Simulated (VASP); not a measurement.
Crystal: ScAl3.

```
Al Sc
1.0
     4.10000    0.00000    0.00000
     0.00000    4.10000    0.00000
     0.00000    0.00000    4.10000
Al Sc
3 1
Direct
  0.00000 0.50000 0.50000
  0.50000 0.00000 0.50000
  0.50000 0.50000 0.00000
  0.00000 0.00000 0.00000
```

| Item | Value |
| --- | --- |
| Program | VASP 6.6.1 |
| Task | relaxation of cell and atoms |
| Functional | LDA |
| Potentials or basis | VASP PAW LDA potentials, release 64 (Al, Sc_sv) |
| Cutoff | 600 eV |
| k mesh | 4 × 4 × 4 |
| Occupations | gaussian, width 0.1 eV |
| Spin | no spin polarisation |

At the start: pressure -4.0 GPa; volume 17.23 Å³/atom.

**Question.** Where does the relaxation end?

**Answer.** Over 3 steps the energy falls by 10.5 meV/atom and the volume is 16.42 Å³/atom (-4.7 %); space group Pm-3m (No. 221, to 0.1 Å) before and after.

The path:
| step | energy change (eV) | largest force (eV/Å) | pressure (GPa) | volume (Å³) |
| --- | --- | --- | --- | --- |
| 1 | 0.0000 | 0.0000 | -3.95 | 68.92 |
| 2 | -0.0380 | 0.0000 | 1.37 | 64.77 |
| 3 | -0.0419 | 0.0000 | 0.00 | 65.69 |

Final structure:
```xyz
4
Lattice="4.0348 0.0000 0.0000 0.0000 4.0348 0.0000 0.0000 0.0000 4.0348" Properties=species:S:1:pos:R:3 pbc="T T T"
Al    0.0000    2.0174    2.0174
Al    2.0174    0.0000    2.0174
Al    2.0174    2.0174    0.0000
Sc    0.0000    0.0000    0.0000
```

Caveat: the k points lie up to 0.39 Å⁻¹ apart in the final cell, too coarse for converged energies and pressures of a metal.
